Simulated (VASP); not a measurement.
Set up this calculation in VASP 6.6.1, as the native input.

```
Task                   : relaxation of cell and atoms
Functional             : LDA
Potentials or basis    : VASP PAW LDA potentials, release 64 (C)
Cutoff                 : 600 eV
k mesh                 : 21 × 21 × 6
Occupations            : gaussian, width 0.1 eV
Spin                   : no spin polarisation
Dipole correction      : no
Further INCAR settings : ALGO = Normal; EDIFF = 1e-06; IBRION = 2; EDIFFG = -0.005; NSW = 100; ISIF = 3
```

The structure of C lies in POSCAR:

```
C
1.0
    1.2280479700     -2.1270618200      0.0000000000
    1.2280479700      2.1270618200      0.0000000000
    0.0000000000      0.0000000000      7.1732677600
C
4
Direct
    0.0833794600      0.9166205400      0.7531376000
    0.5833794600      0.4166205400      0.2468624000
    0.9166205400      0.0833794600      0.2468624000
    0.4166205400      0.5833794600      0.7531376000
```

The input as run:

INCAR

```
SYSTEM = C
  PREC = Accurate
  ENCUT = 600
  EDIFF = 1E-6
  ISMEAR = 0
  SIGMA = 0.1
  LREAL = .False.
  LASPH = .True.
  NELM = 100
  ALGO = Normal
  ISIF = 3
  LWAVE = .False.
  LCHARG = .False.
  IBRION = 2
  NSW = 100
  EDIFFG = -0.005
```

KPOINTS

```
regular mesh
0
Gamma
  21 21 6
  0 0 0
```

Potentials or basis: VASP PAW LDA potentials, release 64 (C).

Run with:

```sh
$ cat potpaw_LDA.64/C/POTCAR > POTCAR
$ mpirun -np 1 vasp_std > vasp.out
```

It gave:

```yaml
Relaxed_volume: 8.59 Å³/atom
Relaxed_cell: a = 2.445 Å, b = 2.445 Å, c = 6.634 Å, α = 90.00°, β = 90.00°, γ = 119.97°
Space_group_after_relaxing_to_0.1_Å: Fmmm (No. 69)
Energy_gained_by_relaxing: 5.2 meV/atom
Ionic_steps: 43
Pressure_after_relaxing: 0.0 GPa
Largest_force_after_relaxing: 0.004 eV/Å
```

It took 22 min on 1 thread of Intel(R) Xeon(R) 6975P-C (Granite Rapids), with other jobs on the host, peak memory 0.35 GiB.
